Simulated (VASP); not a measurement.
# Mo3N4 (Pm-3m) in VASP: a series of runs

Runs on Mo3N4. Level: PBE. Tasks: relaxation of cell and atoms, single point.

All numbers are computed with VASP 6.6.1; they aren't measurements. Logs are shortened: lines on timing, memory, paths and dates and some standing lists are left out, and cuts for length are marked.

## 1. The cell of the first run

Symmetry: Pm-3m, No. 221, cubic system. Conventional cell: a = 4.019 Å, b = 4.019 Å, c = 4.019 Å, α = 90.00°, β = 90.00°, γ = 90.00°. Within 2.7 Å of Mo (site symmetry 4/mmm) lie 6 N at 2.01 Å. N (site symmetry m-3m) has 6 Mo at 2.01 Å within 2.7 Å. N (site symmetry 4/mmm) has 4 Mo at 2.01 Å within 2.7 Å.

## 2. Relaxation of cell and atoms, PBE

INCAR

```
PREC = Accurate ; ENCUT = 600
EDIFF = 1E-6 ; ISMEAR = 0
SIGMA = 0.1 ; LREAL = False
LASPH = True ; NELM = 100
ALGO = Normal ; ISIF = 3
LWAVE = False ; LCHARG = False
GGA = PE ; IBRION = 2
NSW = 100 ; EDIFFG = -0.05
```

KPOINTS

```
regular mesh
0
Gamma
  6 6 6
```

POSCAR

```
Mo3N4
1.0
    4.0192176623      0.0000000000      0.0000000000
    0.0000000000      4.0192176623      0.0000000000
    0.0000000000      0.0000000000      4.0192176623
Mo N
3 4
Direct
    0.5000000000      0.5000000000      0.0000000000
    0.0000000000      0.5000000000      0.5000000000
    0.5000000000      0.0000000000      0.5000000000
    0.5000000000      0.5000000000      0.5000000000
    0.5000000000      0.0000000000      0.0000000000
    0.0000000000      0.5000000000      0.0000000000
    0.0000000000      0.0000000000      0.5000000000
```

Potentials or basis: VASP PAW PBE potentials, release 64 (Mo_sv, N).

Run with:

```
$ cat potpaw_PBE.64/Mo_sv/POTCAR potpaw_PBE.64/N/POTCAR > POTCAR
$ mpirun -np 1 vasp_std > vasp.out
```

OUTCAR:

```text
PREC = Accurate
   ENCUT = 600
   EDIFF = 1E-6
   ISMEAR = 0
   LREAL = False
   LASPH = True
   NELM = 100
   ISIF = 3
   GGA = PE
   IBRION = 2
   NSW = 100
   EDIFFG = -0.05

 ion  position               nearest neighbor table
   1  0.500  0.500  0.000-   4 2.01   5 2.01   6 2.01   4 2.01   5 2.01   6 2.01   3 2.84   3 2.84
                             3 2.84   2 2.84   3 2.84   2 2.84   2 2.84   2 2.84
   2  0.000  0.500  0.500-   4 2.01   6 2.01   7 2.01   6 2.01   7 2.01   4 2.01   3 2.84   3 2.84
                             1 2.84   1 2.84   3 2.84   1 2.84   1 2.84   3 2.84
   3  0.500  0.000  0.500-   4 2.01   5 2.01   7 2.01   5 2.01   4 2.01   7 2.01   2 2.84   1 2.84
                             2 2.84   1 2.84   1 2.84   2 2.84   1 2.84   2 2.84
   4  0.500  0.500  0.500-   1 2.01   2 2.01   3 2.01   1 2.01   3 2.01   2 2.01
   5  0.500  0.000  0.000-   1 2.01   3 2.01   3 2.01   1 2.01
   6  0.000  0.500  0.000-   1 2.01   2 2.01   2 2.01   1 2.01
   7  0.000  0.000  0.500-   2 2.01   3 2.01   2 2.01   3 2.01

  LATTYP: Found a simple cubic cell.
 ALAT       =     4.0192176623

  Lattice vectors:

 A1 = (   4.0192176623,   0.0000000000,   0.0000000000)
 A2 = (   0.0000000000,   4.0192176623,   0.0000000000)
 A3 = (   0.0000000000,   0.0000000000,   4.0192176623)

Analysis of symmetry for initial positions (statically):
=====================================================================
 Subroutine PRICEL returns:
 Original cell was already a primitive cell.

 Routine SETGRP: Setting up the symmetry group for a
 simple cubic supercell.

 Subroutine GETGRP returns: Found 48 space group operations
 (whereof 48 operations were pure point group operations)
 out of a pool of 48 trial point group operations.

The static configuration has the point symmetry O_h .

Analysis of symmetry for dynamics (positions and initial velocities):
=====================================================================
 Subroutine PRICEL returns:
 Original cell was already a primitive cell.

 Routine SETGRP: Setting up the symmetry group for a
 simple cubic supercell.

 Subroutine GETGRP returns: Found 48 space group operations
 (whereof 48 operations were pure point group operations)
 out of a pool of 48 trial point group operations.

The dynamic configuration has the point symmetry O_h .

 Subroutine INISYM returns: Found 48 space group operations
 (whereof 48 operations are pure point group operations),
 and found     1 'primitive' translations

----------------------------------------------------------------------------------------

                                     Primitive cell

  volume of cell :      64.9269

  direct lattice vectors                    reciprocal lattice vectors
     4.019217662  0.000000000  0.000000000     0.248804639  0.000000000  0.000000000
     0.000000000  4.019217662  0.000000000     0.000000000  0.248804639  0.000000000
     0.000000000  0.000000000  4.019217662     0.000000000  0.000000000  0.248804639

  length of vectors
     4.019217662  4.019217662  4.019217662     0.248804639  0.248804639  0.248804639

  position of ions in fractional coordinates (direct lattice)
     0.500000000  0.500000000  0.000000000
     0.000000000  0.500000000  0.500000000
     0.500000000  0.000000000  0.500000000
     0.500000000  0.500000000  0.500000000
     0.500000000  0.000000000  0.000000000
     0.000000000  0.500000000  0.000000000
     0.000000000  0.000000000  0.500000000

  ion indices of the primitive-cell ions
   primitive index   ion index
                 1           1
                 2           2
                 3           3
                 4           4
                 5           5
                 6           6
                 7           7

----------------------------------------------------------------------------------------

 KPOINTS: regular mesh

Automatic generation of k-mesh.
 Grid dimensions read from file:
 generate k-points for:    6    6    6

 Generating k-lattice:

  Cartesian coordinates                     Fractional coordinates (reciprocal lattice)
     0.041467440  0.000000000  0.000000000     0.166666667  0.000000000  0.000000000
     0.000000000  0.041467440  0.000000000     0.000000000  0.166666667  0.000000000
     0.000000000  0.000000000  0.041467440     0.000000000  0.000000000  0.166666667

  Length of vectors
     0.041467440  0.041467440  0.041467440

  Shift w.r.t. Gamma in fractional coordinates (k-lattice)
     0.000000000  0.000000000  0.000000000

 Subroutine IBZKPT returns following result:
 ===========================================

 Found     20 irreducible k-points:

 Following reciprocal coordinates:
            Coordinates               Weight
  0.000000  0.000000  0.000000      1.000000
  0.166667  0.000000  0.000000      6.000000
  0.333333  0.000000  0.000000      6.000000
  0.500000  0.000000  0.000000      3.000000
  0.166667  0.166667  0.000000     12.000000
  0.333333  0.166667  0.000000     24.000000
[... 12 lines left out ...]
  0.500000  0.500000  0.333333      6.000000
  0.500000  0.500000  0.500000      1.000000
   k-points           NKPTS =     20   k-points in BZ     NKDIM =     20   number of bands    NBANDS=     37
   number of dos      NEDOS =    301   number of ions     NIONS =      7
   total plane-waves  NPLWV =  32768
   dimension x,y,z NGX =    32 NGY =   32 NGZ =   32
   dimension x,y,z NGXF=    64 NGYF=   64 NGZF=   64
   ions per type =               3   4
   NGX,Y,Z   is equivalent  to a cutoff of  13.24, 13.24, 13.24 a.u.
   NGXF,Y,Z  is equivalent  to a cutoff of  26.47, 26.47, 26.47 a.u.
 SYSTEM =  unknown system
   PREC   = accura    normal or accurate (medium, high low for compatibility)
   ISTART =      0    job   : 0-new  1-cont  2-samecut
   ICHARG =      2    charge: 1-file 2-atom 10-const
   ISPIN  =      1    spin polarized calculation?
   LNONCOLLINEAR =      F non collinear calculations
   LSORBIT =      F    spin-orbit coupling
   LASPH  =      T    aspherical Exc in radial PAW
   ENCUT  =  600.0 eV  44.10 Ry    6.64 a.u.   8.03  8.03  8.03*2*pi/ulx,y,z
   NELM   =    100;   NELMIN=  2; NELMDL= -5     # of ELM steps
   EDIFF  = 0.1E-05   stopping-criterion for ELM
   LREAL  =      F    real-space projection
   EDIFFG = -.5E-01   stopping-criterion for IOM
   NSW    =    100    number of steps for IOM
   IBRION =      2    ionic relax: 0-MD 1-quasi-New 2-CG
   NFREE  =      1    steps in history (QN), initial steepest desc. (CG)
   ISIF   =      3    stress and relaxation
   ISYM   =      2    0-nonsym 1-usesym 2-fastsym
   POTIM  = 0.5000    time-step for ionic-motion
   TEBEG  =    0.0;   TEEND  =   0.0 temperature during run
   PSTRESS=    0.0 pullay stress
   NELECT =      62.0000    total number of electrons
   NUPDOWN=      -1.0000    fix difference up-down
   EMIN   =  10.00;   EMAX   =-10.00  energy-range for DOS
   EFERMI =   0.00;   METHOD = LEGACY
   ISMEAR =     0;   SIGMA  =   0.10  broadening in eV -4-tet -1-fermi 0-gaus
   EFERMI_NEDOS =   21; number of points for ismear=-14 and -15
   IALGO  =     38    algorithm
   IMIX   =      4    mixing-type and parameters
     AMIX     =   0.40;   BMIX     =  1.00
     AMIX_MAG =   1.60;   BMIX_MAG =  1.00
  volume/ion in A,a.u.               =       9.28        62.59
  Fermi-wavevector in a.u.,A,eV,Ry     =   1.612119  3.046464 35.360575  2.598929
  Thomas-Fermi vector in A             =   2.707400
   LORBIT       =      0    0 simple, 1 ext, 2 COOP (PROOUT), +10 PAW based schemes
   GGA     = PE    functional components
   LHFCALC =     F    Hartree Fock is set to
   AEXX    =    0.0000 exact exchange contribution
   IVDW    =     0    specifies the selected vdW correction
   LEPSILON=     F    determine dielectric tensor
   LRPA    =     F    only Hartree local field effects (RPA)
 conjugate gradient relaxation of ions
 non-spin polarized calculation
 Gauss-broadening in eV      SIGMA  =   0.10
  energy-cutoff  :      600.00
  volume of cell :       64.93
 maximum number of plane-waves:      2192
   NGX = 17   NGY = 17   NGZ = 17

--------------------------------------- Ionic step        1  -------------------------------------------

 number of electron      62.0000021 magnetization

 Free energy of the ion-electron system (eV)
  ---------------------------------------------------
  ext. energy  EPLUGINS =         0.00000000
  ---------------------------------------------------
  free energy    TOTEN  =       -65.74846060 eV

  energy without entropy =      -65.71910627  energy(sigma->0) =      -65.73378344

------------------------ aborting loop because EDIFF is reached ----------------------------------------

  FORCE on cell =-STRESS in cart. coord.  units (eV):
  Direction    XX          YY          ZZ          XY          YZ          ZX
  --------------------------------------------------------------------------------------
  -------------------------------------------------------------------------------------
  Total       23.3674874     23.3674874     23.3674874     -0.0000000     -0.0000000      0.0000000
  in kB      576.6310455    576.6310455    576.6310455     -0.0000000     -0.0000000      0.0000000
  external PRESSURE =     576.6310455 kB  Pullay stress =       0.0000000 kB
[... 26 lines left out ...]
  energy  without entropy=      -65.7191062729  energy(sigma->0) =      -65.73378344

--------------------------------------- Ionic step        2  -------------------------------------------

 number of electron      61.9999956 magnetization

 E-fermi :   6.5445     XC(G=0): -11.1681

 val. band max:        6.5374160649   @ k =   0.5000   0.3333   0.1667
 cond. band min:       6.5625274888   @ k =   0.5000   0.3333   0.1667
 fundamental gap:      0.0251114239
 Fermi energy:         6.5444528064

 k-point     1 :       0.0000    0.0000    0.0000
  band No.  band energies     occupation
      1     -55.8131      2.00000
      2     -55.7818      2.00000
      3     -55.7818      2.00000
      4     -29.9380      2.00000
      5     -29.9380      2.00000
      6     -29.9380      2.00000
[... 909 lines left out ...]
  energy  without entropy=      -67.2076332271  energy(sigma->0) =      -67.22536089

--------------------------------------- Ionic step        5  -------------------------------------------

 number of electron      61.9999999 magnetization

 Free energy of the ion-electron system (eV)
  ---------------------------------------------------
  ext. energy  EPLUGINS =         0.00000000
  ---------------------------------------------------
  free energy    TOTEN  =       -67.24365461 eV

  energy without entropy =      -67.20830536  energy(sigma->0) =      -67.22597998

 E-fermi :  10.8874     XC(G=0): -12.8401

 val. band max:       10.8757593080   @ k =   0.5000   0.1667   0.1667
 cond. band min:      10.9000570855   @ k =   0.5000   0.1667   0.0000
 fundamental gap:      0.0242977775
 Fermi energy:        10.8873858848

 k-point     1 :       0.0000    0.0000    0.0000
  band No.  band energies     occupation
      1     -51.6267      2.00000
      2     -51.4896      2.00000
      3     -51.4896      2.00000
      4     -26.0735      2.00000
      5     -26.0735      2.00000
      6     -26.0735      2.00000
[... 823 lines left out ...]
  FREE ENERGIE OF THE ION-ELECTRON SYSTEM (eV)
  ---------------------------------------------------
  free  energy   TOTEN  =       -67.2436546067 eV

  energy  without entropy=      -67.2083053622  energy(sigma->0) =      -67.22597998

 reached required accuracy - stopping structural energy minimisation
```

Wall time 4.5 min (1 thread of Intel Xeon 8259CL, shared host); peak memory 0.21 GiB.

Results:

```yaml
Free_energy: -67.2437 eV
Relaxed_volume: 10.62 Å³/atom
Relaxed_cell: a = 4.204 Å, b = 4.204 Å, c = 4.204 Å, α = 90.00°, β = 90.00°, γ = 90.00°
Space_group_after_relaxing_to_0.1_Å: Pm-3m (No. 221)
Pressure_after_relaxing: 0.0 GPa
Band_gap_on_the_k_mesh: zero (bands 31 and 32 overlap by 1.87 eV)
```

Final structure:
```
CELL_PARAMETERS angstrom
4.20446 0.00000 0.00000
0.00000 4.20446 0.00000
0.00000 0.00000 4.20446
ATOMIC_POSITIONS crystal
Mo 0.50000 0.50000 0.00000
Mo 0.00000 0.50000 0.50000
Mo 0.50000 0.00000 0.50000
N 0.50000 0.50000 0.50000
N 0.50000 0.00000 0.00000
N 0.00000 0.50000 0.00000
N 0.00000 0.00000 0.50000
```

## 3. Relaxation of cell and atoms, PBE

This run uses another cell than the first one, of 10.60 Å³/atom.

INCAR

```
ALGO = Normal
EDIFF = 1E-6
EDIFFG = -0.001
ENCUT = 600
GGA = PE
IBRION = 2
ISIF = 3
ISMEAR = -1
LASPH = True
LCHARG = False
LREAL = False
LWAVE = False
NELM = 100
NSW = 80
PREC = Accurate
SIGMA = 0.15
```

KPOINTS

```
k-points
0
Gamma
  8 8 8
```

Changes to POSCAR since step 2:

```diff
@@ -2,5 +2,5 @@
 1.0
-    4.0192176623      0.0000000000      0.0000000000
-    0.0000000000      4.0192176623      0.0000000000
-    0.0000000000      0.0000000000      4.0192176623
+    4.2020037549      0.0000000000      0.0000000000
+    0.0000000000      4.2020037549      0.0000000000
+    0.0000000000      0.0000000000      4.2020037549
 Mo N
```

Potentials or basis: VASP PAW PBE potentials, release 64 (Mo_sv, N).

Run with:

```
$ cat potpaw_PBE.64/Mo_sv/POTCAR potpaw_PBE.64/N/POTCAR > POTCAR
$ mpirun -np 1 vasp_std > vasp.out
```

It took 6.6 min on 1 thread of Intel Xeon 8259CL, shared host; peak memory 0.27 GiB.

It converged, with:

* Free energy: -67.4328 eV
* Relaxed volume: 10.62 Å³/atom
* Relaxed cell: a = 4.205 Å, b = 4.205 Å, c = 4.205 Å, α = 90.00°, β = 90.00°, γ = 90.00°
* Space group after relaxing (to 0.1 Å): Pm-3m (No. 221)
* Energy gained by relaxing: 0.0 meV/atom
* Ionic steps: 3
* Pressure after relaxing: 0.0 GPa
* Band gap on the k mesh: zero (bands 31 and 32 overlap by 1.83 eV)

Step by step:
```csv
step,energy change (eV),largest force (eV/Å),pressure (GPa),volume (Å³)
1,0.0000,0.0000,0.61,74.19
2,0.0009,0.0000,-1.23,74.63
3,-0.0003,0.0000,-0.01,74.34
```

Final structure:
```
Mo N
1.0
     4.20473    0.00000    0.00000
     0.00000    4.20473    0.00000
     0.00000    0.00000    4.20473
Mo N
3 4
Direct
  0.50000 0.50000 0.00000
  0.00000 0.50000 0.50000
  0.50000 0.00000 0.50000
  0.50000 0.50000 0.50000
  0.50000 0.00000 0.00000
  0.00000 0.50000 0.00000
  0.00000 0.00000 0.50000
```

Levels at points of the mesh, in eV from the Fermi level:
```tsv
k point	band 27	band 28	band 29	band 30	band 31	band 32	band 33	band 34	band 35	band 36
(0.00, 0.00, 0.00)	-2.67	-2.67	-1.48	-1.48	-1.48	-0.81	-0.81	-0.81	-0.47	-0.47
(0.50, 0.00, 0.00)	-2.85	-2.85	-2.68	-1.44	-0.24	0.09	0.09	0.37	0.37	1.78
(0.50, 0.50, 0.00)	-4.73	-0.89	-0.59	0.09	0.55	0.62	0.62	0.93	0.93	2.11
(0.50, 0.50, 0.50)	-2.32	-2.32	0.71	0.71	0.71	1.57	1.57	1.57	2.27	2.27
```

## 4. Single point, PBE

This run uses another cell than the first one, of 10.60 Å³/atom.

INCAR

```
PREC = Accurate
ENCUT = 520
EDIFF = 1E-6
ISMEAR = 0
SIGMA = 0.1
LREAL = False
LASPH = True
NELM = 80
ALGO = Normal
ISIF = 2
LWAVE = False
LCHARG = False
GGA = PE
NBANDS = 40
```

KPOINTS

```
Automatic mesh
0
Gamma
  6 6 6
```

Changes to POSCAR since step 3:

```diff
@@ -2,5 +2,5 @@
 1.0
-    4.2020037549      0.0000000000      0.0000000000
-    0.0000000000      4.2020037549      0.0000000000
-    0.0000000000      0.0000000000      4.2020037549
+    4.2025972237      0.0000000000      0.0000000000
+    0.0000000000      4.2025972237      0.0000000000
+    0.0000000000      0.0000000000      4.2025972237
 Mo N
```

Run with:

```
$ cat potpaw_PBE.64/Mo_sv/POTCAR potpaw_PBE.64/N/POTCAR > POTCAR
$ mpirun -np 1 vasp_std > vasp.out
```

It took 43 s on 1 thread of Intel Xeon Platinum 8259CL at 2.50GHz (Skylake/Cascade Lake), shared host; peak memory 0.19 GiB.

The run converged. Its results:

```yaml
Free_energy: -67.2546 eV
Pressure: 0.5 GPa
Band_gap_on_the_k_mesh: zero (bands 31 and 32 overlap by 1.88 eV)
```

Levels at points of the mesh, in eV from the Fermi level:
| k point | band 29 | band 30 | band 31 | band 32 | band 33 | band 34 |
| --- | --- | --- | --- | --- | --- | --- |
| (0.00, 0.00, 0.00) | -1.55 | -1.55 | -1.55 | -0.86 | -0.86 | -0.86 |
| (0.50, 0.00, 0.00) | -2.74 | -1.49 | -0.29 | 0.03 | 0.03 | 0.31 |
| (0.50, 0.50, 0.00) | -0.65 | 0.05 | 0.50 | 0.57 | 0.57 | 0.88 |
| (0.50, 0.50, 0.50) | 0.66 | 0.66 | 0.66 | 1.52 | 1.52 | 1.52 |

(Continued in part 2 of 2.)
